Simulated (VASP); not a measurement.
Crystal: NaF.

```xyz
2
Lattice="0.0000 2.2886 2.2886 2.2886 0.0000 2.2886 2.2886 2.2886 0.0000" Properties=species:S:1:pos:R:3 pbc="T T T"
Na    0.0000    0.0000    0.0000
F     2.2886    2.2886    2.2886
```

Base run:

| Quantity | Value |
| --- | --- |
| Program | VASP 6.6.1 |
| Functional | PBE0 |
| Potentials or basis | VASP PAW PBE potentials, release 64 (Na_pv, F) |
| Cutoff | 520 eV |
| k mesh | 6 × 6 × 6 |
| Occupations | fermi-dirac, width 0.05 eV |
| Spin | no spin polarisation |

Its results: band gap on the k mesh 9.45 eV; pressure 2.2 GPa.

Problem. The run is repeated on the same cell with these changes: functional from PBE0 to HSE06. What comes out?

Solution. Band gap on the k mesh 8.67 eV; pressure 2.3 GPa.

Caveats: the PAW data sets were made with another functional, which shifts forces and pressure a little.

